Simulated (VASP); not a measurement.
Wanted: the native input for a VASP 6.6.1 run.

```yaml
Task: single point
Functional: PBEsol
Potentials_or_basis: VASP PAW PBE potentials, release 64 (Zr_sv, C)
Cutoff: 520 eV
k_mesh: 9 × 9 × 5
Occupations: fermi-dirac, width 0.05 eV
Spin: no spin polarisation
Dipole_correction: no
Further_INCAR_settings: ALGO = Normal; EDIFF = 1e-06; NBANDS = 24
```

The structure of ZrC lies in POSCAR:

```
ZrC
1.0
    3.3236467464      0.0000000000      0.0000000000
   -1.6618233732      2.8783625155      0.0000000000
    0.0000000000      0.0000000000      5.2900530000
Zr C
2 2
Direct
    0.6666666667      0.3333333333      0.7500000000
    0.3333333333      0.6666666667      0.2500000000
    0.0000000000      0.0000000000      0.5000000000
    0.0000000000      0.0000000000      0.0000000000
```

One way to write it, as run:

INCAR

```
PREC = Accurate
ENCUT = 520
EDIFF = 1E-6
ISMEAR = -1
SIGMA = 0.05
LREAL = False
LASPH = True
NELM = 60
ALGO = Normal
ISIF = 2
LWAVE = False
LCHARG = True
GGA = PS
LELF = True
LVHAR = True
NBANDS = 24
```

KPOINTS

```
Automatic mesh
0
Gamma
  9 9 5
```

Potentials or basis: VASP PAW PBE potentials, release 64 (Zr_sv, C).

Command:

```sh
$ cat potpaw_PBE.64/Zr_sv/POTCAR potpaw_PBE.64/C/POTCAR > POTCAR
$ mpirun -np 1 vasp_std > vasp.out
```

Results of the run:

```json
{"Pressure": "1.5 GPa", "Band gap on the k mesh": "zero (band 16 reaches 10.91 eV, above the bottom of band 17 at 9.89 eV)"}
```

Caveat: the PAW data sets were made with another functional, which shifts forces and pressure a little.

Run time: 30 s on 1 thread of Intel(R) Xeon(R) 6975P-C (Granite Rapids), on a shared host, peak memory 0.18 GiB.
